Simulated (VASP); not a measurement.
Set up this calculation in VASP 6.6.1, as the native input.

| Quantity | Value |
| --- | --- |
| Task | single point |
| Functional | PBEsol |
| Potentials or basis | VASP PAW PBE potentials, release 64 (Sr_sv) |
| Cutoff | 520 eV |
| k mesh | 11 × 11 × 11 |
| Occupations | fermi-dirac, width 0.08 eV |
| Spin | no spin polarisation |
| Dipole correction | no |
| Further INCAR settings | ALGO = Normal; EDIFF = 1e-06; NBANDS = 11 |

The structure of Sr lies in POSCAR:

```
Sr
1.0
   -2.2161919460      2.2161919460      2.2161919460
    2.2161919460     -2.2161919460      2.2161919460
    2.2161919460      2.2161919460     -2.2161919460
Sr
1
Direct
    0.0000000000      0.0000000000      0.0000000000
```

This cell differs from its parent crystal: volume scaled by 0.85.

These files were run (other wordings do the same):

INCAR

```
SYSTEM = Sr
PREC = Accurate ; ENCUT = 520
EDIFF = 1E-6 ; ISMEAR = -1
SIGMA = 0.08 ; LREAL = .FALSE.
LASPH = .TRUE. ; NELM = 60
ALGO = Normal ; ISIF = 2
LWAVE = .FALSE. ; LCHARG = .FALSE.
GGA = PS ; NBANDS = 11
```

KPOINTS

```
Automatic mesh
0
G
  11 11 11
  0 0 0
```

Potentials or basis: VASP PAW PBE potentials, release 64 (Sr_sv).

The run is started by

```console
$ cat potpaw_PBE.64/Sr_sv/POTCAR > POTCAR
$ mpirun -np 1 vasp_std > vasp.out
```

Results of the run:

| Property | Result |
| --- | --- |
| Pressure | 2.6 GPa |
| Band gap on the k mesh | zero (band 5 reaches 2.73 eV, above the bottom of band 6 at 1.91 eV) |

Caveat: the PAW data sets were made with another functional, which shifts forces and pressure a little.

Run time: 13 s on 1 thread of Intel(R) Xeon(R) 6975P-C (Granite Rapids) (shared host), peak memory 0.18 GiB.
